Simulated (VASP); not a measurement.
# In (P6_3/mmc) in VASP: single point with PBE+D3(BJ)

Aim: the single point of In with PBE+D3(BJ).

All numbers are computed with VASP 6.6.1; they aren't measurements. Logs are shortened: lines on timing, memory, paths and dates and some standing lists are left out, and cuts for length are marked.

## 1. The cell of the first run

It takes space group P6_3/mmc (No. 194, hexagonal). The conventional cell has a = 3.335 Å, b = 3.335 Å, c = 5.509 Å, α = 90.00°, β = 90.00°, γ = 120.00°. Within 4.4 Å of In (site symmetry -6m2) lie 12 In at 3.34 to 3.36 Å.

## 2. Single point, PBE+D3(BJ)

The input, INCAR:

```
ALGO = Fast
EDIFF = 1E-6
ENCUT = 520
GGA = PE
ISIF = 2
ISMEAR = 0
IVDW = 12
LASPH = True
LCHARG = True
LELF = True
LREAL = False
LVHAR = True
LWAVE = False
NBANDS = 20
NELM = 100
PREC = Accurate
SIGMA = 0.15
```

The input, KPOINTS:

```
k-points
0
Gamma
  18 18 10
```

The input, POSCAR:

```
In
1.0
    3.3354847820      0.0000000000      0.0000000000
   -1.6677423910      2.8886145552      0.0000000000
    0.0000000000      0.0000000000      5.5091429200
In
2
Direct
    0.3333333333      0.6666666667      0.2500000000
    0.6666666667      0.3333333333      0.7500000000
```

Potentials or basis: VASP PAW PBE potentials, release 64 (In_d).

Launch:

```bash
> cat potpaw_PBE.64/In_d/POTCAR > POTCAR
> mpirun -np 1 vasp_std > vasp.out
```

OUTCAR:

```text
EDIFF = 1E-6
   ENCUT = 520
   GGA = PE
   ISIF = 2
   ISMEAR = 0
   IVDW = 12
   LASPH = True
   LREAL = False
   NELM = 100
   PREC = Accurate
 IVDW          = 12

 ion  position               nearest neighbor table
   1  0.333  0.667  0.250-   2 3.36   2 3.36   2 3.36   2 3.36   2 3.36   2 3.36
   2  0.667  0.333  0.750-   1 3.36   1 3.36   1 3.36   1 3.36   1 3.36   1 3.36

  LATTYP: Found a hexagonal cell.
 ALAT       =     3.3354847820
 C/A-ratio  =     1.6516768266

  Lattice vectors:

 A1 = (   3.3354847820,   0.0000000000,   0.0000000000)
 A2 = (  -1.6677423910,   2.8886145552,   0.0000000000)
 A3 = (   0.0000000000,   0.0000000000,   5.5091429200)

Analysis of symmetry for initial positions (statically):
=====================================================================
 Subroutine PRICEL returns:
 Original cell was already a primitive cell.

 Routine SETGRP: Setting up the symmetry group for a
 hexagonal supercell.

 Subroutine GETGRP returns: Found 24 space group operations
 (whereof 12 operations were pure point group operations)
 out of a pool of 24 trial point group operations.

The static configuration has the point symmetry D_3d.
 The point group associated with its full space group is D_6h.

Analysis of symmetry for dynamics (positions and initial velocities):
=====================================================================
 Subroutine PRICEL returns:
 Original cell was already a primitive cell.

 Routine SETGRP: Setting up the symmetry group for a
 hexagonal supercell.

 Subroutine GETGRP returns: Found 24 space group operations
 (whereof 12 operations were pure point group operations)
 out of a pool of 24 trial point group operations.

The dynamic configuration has the point symmetry D_3d.
 The point group associated with its full space group is D_6h.

 Subroutine INISYM returns: Found 24 space group operations
 (whereof 12 operations are pure point group operations),
 and found     1 'primitive' translations

----------------------------------------------------------------------------------------

                                     Primitive cell

  volume of cell :      53.0802

  direct lattice vectors                    reciprocal lattice vectors
     3.335484782  0.000000000  0.000000000     0.299806495  0.173093360  0.000000000
    -1.667742391  2.888614555  0.000000000     0.000000000  0.346186721  0.000000000
     0.000000000  0.000000000  5.509142920     0.000000000  0.000000000  0.181516438
[... 83 lines left out ...]
   NELM   =    100;   NELMIN=  2; NELMDL= -5     # of ELM steps
   EDIFF  = 0.1E-05   stopping-criterion for ELM
   LREAL  =      F    real-space projection
   EDIFFG = 0.1E-04   stopping-criterion for IOM
   NSW    =      0    number of steps for IOM
   IBRION =     -1    ionic relax: 0-MD 1-quasi-New 2-CG
   NFREE  =      0    steps in history (QN), initial steepest desc. (CG)
   ISIF   =      2    stress and relaxation
   ISYM   =      2    0-nonsym 1-usesym 2-fastsym
   POTIM  = 0.5000    time-step for ionic-motion
   TEBEG  =    0.0;   TEEND  =   0.0 temperature during run
   PSTRESS=    0.0 pullay stress
   NELECT =      26.0000    total number of electrons
   NUPDOWN=      -1.0000    fix difference up-down
   EMIN   =  10.00;   EMAX   =-10.00  energy-range for DOS
   EFERMI =   0.00;   METHOD = LEGACY
   ISMEAR =     0;   SIGMA  =   0.15  broadening in eV -4-tet -1-fermi 0-gaus
   EFERMI_NEDOS =   21; number of points for ismear=-14 and -15
   IALGO  =     68    algorithm
   IMIX   =      4    mixing-type and parameters
     AMIX     =   0.40;   BMIX     =  1.00
     AMIX_MAG =   1.60;   BMIX_MAG =  1.00
  volume/ion in A,a.u.               =      26.54       179.10
  Fermi-wavevector in a.u.,A,eV,Ry     =   1.290491  2.438675 22.658704  1.665368
  Thomas-Fermi vector in A             =   2.422320
   LORBIT       =      0    0 simple, 1 ext, 2 COOP (PROOUT), +10 PAW based schemes
   GGA     = PE    functional components
   LHFCALC =     F    Hartree Fock is set to
   AEXX    =    0.0000 exact exchange contribution
   IVDW    =    12    specifies the selected vdW correction
   LEPSILON=     F    determine dielectric tensor
   LRPA    =     F    only Hartree local field effects (RPA)
 non-spin polarized calculation
 RMM-DIIS sequential band-by-band and
 Gauss-broadening in eV      SIGMA  =   0.15
  energy-cutoff  :      520.00
  volume of cell :       53.08
 maximum number of plane-waves:      1460
 NGX is ok and might be reduce to    28
   NGX = 13   NGY = 13   NGZ = 21

 number of electron      26.0000008 magnetization

 Free energy of the ion-electron system (eV)
  ---------------------------------------------------
  ext. energy  EPLUGINS =         0.00000000
  ---------------------------------------------------
  free energy    TOTEN  =        -5.10035414 eV

  energy without entropy =       -5.08803059  energy(sigma->0) =       -5.09419237

 E-fermi :   7.3978     XC(G=0): -10.1856

 val. band max:        7.3719824866   @ k =   0.5000   0.0000   0.1000
 cond. band min:       7.4002650227   @ k =   0.2778   0.1111   0.3000
 fundamental gap:      0.0282825361
 Fermi energy:         7.3978006360

 k-point     1 :       0.0000    0.0000    0.0000
  band No.  band energies     occupation
      1      -7.3185      2.00000
      2      -7.2644      2.00000
      3      -7.2303      2.00000
      4      -7.2302      2.00000
      5      -7.2037      2.00000
      6      -7.2037      2.00000
[... 541 lines left out ...]
     19      15.9095      0.00000
     20      16.8991      0.00000

 [... further k-points ...]

------------------------ aborting loop because EDIFF is reached ----------------------------------------

 Edisp (eV)   -0.66634

 E8    (eV) :    -0.3326

  FORCE on cell =-STRESS in cart. coord.  units (eV):
  Direction    XX          YY          ZZ          XY          YZ          ZX
  --------------------------------------------------------------------------------------
  -------------------------------------------------------------------------------------
  Total      -0.13196    -0.13196    -0.25920     0.00000    -0.00000     0.00000
  in kB      -3.98303    -3.98303    -7.82376     0.00000    -0.00000     0.00000
  external pressure =       -5.26 kB  Pullay stress =        0.00 kB

 VOLUME and BASIS-vectors are now :
 -----------------------------------------------------------------------------
  energy-cutoff  :      520.00
  volume of cell :       53.08
      direct lattice vectors                 reciprocal lattice vectors
     3.335484782  0.000000000  0.000000000     0.299806495  0.173093360  0.000000000
    -1.667742391  2.888614555  0.000000000     0.000000000  0.346186721  0.000000000
     0.000000000  0.000000000  5.509142920     0.000000000  0.000000000  0.181516438

 POSITION                                       TOTAL-FORCE (eV/Angst)
 -----------------------------------------------------------------------------------
     -0.00000      1.92574      1.37729        -0.000000      0.000000      0.000000
      1.66774      0.96287      4.13186         0.000000     -0.000000      0.000000
 -----------------------------------------------------------------------------------
    total drift:                                0.000000     -0.000000      0.000000

  FREE ENERGIE OF THE ION-ELECTRON SYSTEM (eV)
  ---------------------------------------------------
  free  energy   TOTEN  =        -5.7666918837 eV

  energy  without entropy=       -5.7543683346  energy(sigma->0) =       -5.76053011
```

stdout:

```text
POSCAR found type information on POSCAR In
 POSCAR found :  1 types and       2 ions
 scaLAPACK will be used
 LDA part: xc-table for (Slater+PW92), standard interpolation
 POSCAR, INCAR and KPOINTS ok, starting setup
 FFT: planning ... GRIDC
 FFT: planning ... GRID_SOFT
 FFT: planning ... GRID
 WAVECAR not read
 entering main loop
WARNING in EDDRMM: call to ZHEGV failed, returncode =   8  4     16
WARNING in EDDRMM: call to ZHEGV failed, returncode =   8  4     19
```

Run time: 9.3 min. Hardware: 1 thread of Intel Xeon 6975P-C, shared host; peak memory 0.32 GiB.

What came out:

| Quantity | Value |
| --- | --- |
| Free energy | -5.7667 eV |
| Pressure | -0.5 GPa |
| Band gap on the k mesh | zero (band 13 reaches 10.84 eV, above the bottom of band 14 at 4.75 eV) |
| Dispersion energy per atom | -0.333 eV |

Caveat: spin-orbit coupling is left out, which moves the levels of the heavy elements; pairwise dispersion overbinds metals, which lowers pressure and volume.
